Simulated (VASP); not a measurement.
The system is BiS.

```
Bi S
1.0
     2.10927    1.21779    3.50049
    -2.10927    1.21779    3.50049
     0.00000   -2.43558    3.50049
Bi S
1 1
Direct
  0.00000 0.00000 0.00000
  0.50000 0.50000 0.50000
```

| Item | Value |
| --- | --- |
| Program | VASP 6.6.1 |
| Task | relaxation of cell and atoms |
| Functional | PBE |
| Potentials or basis | VASP PAW PBE potentials, release 64 (Bi_d, S) |
| Cutoff | 600 eV |
| k mesh | 8 × 8 × 8 |
| Occupations | fermi-dirac, width 0.05 eV |
| Spin | no spin polarisation |

At the start: pressure -1.3 GPa; volume 26.97 Å³/atom.

How do energy, volume and symmetry change on relaxing?

Over 14 steps the energy falls by 56.8 meV/atom and the volume is 25.24 Å³/atom (-6.4 %); space group R-3m (No. 166, to 0.05 Å).

Step by step:
```tsv
step	energy change (eV)	largest force (eV/Å)	pressure (GPa)	volume (Å³)
1	0.0000	0.0000	-1.35	53.95
2	-0.0049	0.0000	0.62	52.19
3	-0.0057	0.0000	0.06	52.66
4	-0.0068	0.0000	0.07	52.63
5	-0.0113	0.0000	0.11	52.54
6	-0.0257	0.0000	0.07	52.32
7	-0.0731	0.0000	-0.11	51.77
8	-0.1036	0.0000	-0.38	50.23
9	-0.1121	0.0000	-0.34	50.95
10	-0.1132	0.0000	-0.37	50.81
11	-0.1081	0.0000	1.25	49.32
12	-0.1136	0.0000	-0.03	50.49
13	-0.1136	0.0000	0.03	50.48
14	-0.1136	0.0000	-0.01	50.49
```

Final structure:
```yaml
crystal:
  lattice:
    - [1.91573, 1.10605, 3.97109]
    - [-1.91573, 1.10605, 3.97109]
    - [0.00000, -2.21209, 3.97109]
  atoms:
    - { symbol: Bi, position: [0.00000, 0.00000, 0.00000] }
    - { symbol: S, position: [0.50000, 0.50000, 0.50000] }
```
